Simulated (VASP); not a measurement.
Input of a VASP 6.6.1 run:

File POSCAR:

```
KBr
1.0
    2.9164100871      2.9164100871      0.0000000000
   -2.9164100871      2.9164100871      0.0000000000
    0.0000000000      2.9164100871      2.9164100871
K Br
1 1
Direct
    0.0000000000      0.0000000000      0.0000000000
    0.5000000000      0.5000000000      0.0000000000
```

INCAR.step1

```
SYSTEM = KBr
ALGO     = Normal         ! electronic algorithm
EDIFF    = 1E-4           ! SCF threshold, eV
ENCUT    = 520            ! plane-wave cutoff, eV
GGA      = PE             ! functional
ISMEAR   = 0              ! smearing method
LASPH    = .TRUE.         ! aspherical terms in the spheres
LCHARG   = .FALSE.        ! write CHGCAR
LREAL    = .FALSE.        ! projectors in reciprocal space
LWAVE    = .TRUE.         ! write WAVECAR
NBANDS   = 15             ! bands
NELM     = 100            ! most SCF steps
PREC     = Accurate       ! precision mode
SIGMA    = 0.01           ! smearing width, eV
```

INCAR.step2

```
SYSTEM = KBr
ALGO     = Normal         ! electronic algorithm
EDIFF    = 1E-7           ! SCF threshold, eV
ENCUT    = 520            ! plane-wave cutoff, eV
ISIF     = 2              ! what is computed and relaxed
ISMEAR   = 0              ! smearing method
ISTART   = 1            
LASPH    = .TRUE.         ! aspherical terms in the spheres
LCHARG   = .TRUE.         ! write CHGCAR
LELF     = .TRUE.         ! ELF
LMIXTAU  = .TRUE.       
LREAL    = .FALSE.        ! projectors in reciprocal space
LVHAR    = .TRUE.       
LWAVE    = .FALSE.        ! write WAVECAR
METAGGA  = R2SCAN         ! meta-GGA
NBANDS   = 15             ! bands
NELM     = 100            ! most SCF steps
PREC     = Accurate       ! precision mode
SIGMA    = 0.01           ! smearing width, eV
```

File KPOINTS:

```
k-points
0
G
  6 6 6
  0 0 0
```

Potentials or basis: VASP PAW PBE potentials, release 64 (K_sv, Br).

Run with:

```sh
$ cat potpaw_PBE.64/K_sv/POTCAR potpaw_PBE.64/Br/POTCAR > POTCAR
$ cp INCAR.step1 INCAR
$ mpirun -np 1 vasp_std > vasp.out
$ cp INCAR.step2 INCAR
$ mpirun -np 1 vasp_std > vasp.out
```

(1) What does it give for the pressure?

(2) Predict the band gap on the k mesh.

Answers

(1) 15.1 GPa.

(2) 5.57 eV (least direct gap 5.97 eV).

Caveat: the cell stands under pressure; the PAW data sets were made with another functional, which shifts forces and pressure a little.
